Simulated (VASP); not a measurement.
Wanted: the native input for a VASP 6.6.1 run.

- Task: relaxation of cell and atoms
- Functional: r2SCAN
- Potentials or basis: VASP PAW PBE potentials, release 64 (Zn)
- Cutoff: 600 eV
- k mesh: 8 × 8 × 8
- Occupations: gaussian, width 0.1 eV
- Spin: no spin polarisation
- Dipole correction: no
- Further INCAR settings: ALGO = Normal; EDIFF = 1e-06; IBRION = 2; EDIFFG = -0.04; NSW = 90; ISIF = 3

The system is Zn.

```
CELL_PARAMETERS angstrom
-2.42568 2.42568 1.32325
2.42568 -2.42568 1.32325
2.42568 2.42568 -1.32325
ATOMIC_POSITIONS crystal
Zn 0.00000 0.00000 0.00000
Zn 0.75000 0.25000 0.50000
```

One way to write it, as run:

POSCAR

```
Zn
1.0
   -2.4256828237      2.4256828237      1.3232547571
    2.4256828237     -2.4256828237      1.3232547571
    2.4256828237      2.4256828237     -1.3232547571
Zn
2
Direct
    0.0000000000      0.0000000000      0.0000000000
    0.7500000000      0.2500000000      0.5000000000
```

INCAR.step1

```
ALGO     = Normal         # electronic algorithm
EDIFF    = 1E-4           # SCF threshold, eV
ENCUT    = 600            # plane-wave cutoff, eV
GGA      = PE             # functional
ISMEAR   = 0              # smearing method
LASPH    = True           # aspherical terms in the spheres
LCHARG   = False          # write CHGCAR
LREAL    = False          # projectors in reciprocal space
LWAVE    = True           # write WAVECAR
NELM     = 80             # most SCF steps
PREC     = Accurate       # precision mode
SIGMA    = 0.1            # smearing width, eV
```

INCAR.step2

```
ALGO     = Normal         # electronic algorithm
EDIFF    = 1E-6           # SCF threshold, eV
EDIFFG   = -0.04          # ionic threshold
ENCUT    = 600            # plane-wave cutoff, eV
IBRION   = 2              # ionic algorithm
ISIF     = 3              # what is computed and relaxed
ISMEAR   = 0              # smearing method
ISTART   = 1            
LASPH    = True           # aspherical terms in the spheres
LCHARG   = False          # write CHGCAR
LMIXTAU  = True         
LREAL    = False          # projectors in reciprocal space
LWAVE    = False          # write WAVECAR
METAGGA  = R2SCAN         # meta-GGA
NELM     = 80             # most SCF steps
NSW      = 90             # ionic steps
PREC     = Accurate       # precision mode
SIGMA    = 0.1            # smearing width, eV
```

KPOINTS

```
k-points
0
Gamma
  8 8 8
```

Potentials or basis: VASP PAW PBE potentials, release 64 (Zn).

The run is started by

```console
$ cat potpaw_PBE.64/Zn/POTCAR > POTCAR
$ cp INCAR.step1 INCAR
$ mpirun -np 1 vasp_std > vasp.out
$ cp INCAR.step2 INCAR
$ mpirun -np 1 vasp_std > vasp.out
```

Results of the run:

```
Relaxed volume                         : 16.49 Å³/atom
Relaxed cell                           : a = 3.844 Å, b = 3.844 Å, c = 3.844 Å, α = 96.04°, β = 96.04°, γ = 142.14°
Space group after relaxing (to 0.05 Å) : I4_1/amd (No. 141)
Energy gained by relaxing              : 62.5 meV/atom
Ionic steps                            : 9
Pressure after relaxing                : -0.1 GPa
Band gap on the k mesh                 : zero (band 12 reaches 5.87 eV, above the bottom of band 13 at -0.90 eV)
```

Caveat: the PAW data sets were made with another functional, which shifts forces and pressure a little.

Run time: 18 min on 1 thread of Intel(R) Xeon(R) Platinum 8259CL CPU @ 2.50GHz (Skylake/Cascade Lake), on a shared host, peak memory 0.19 GiB.
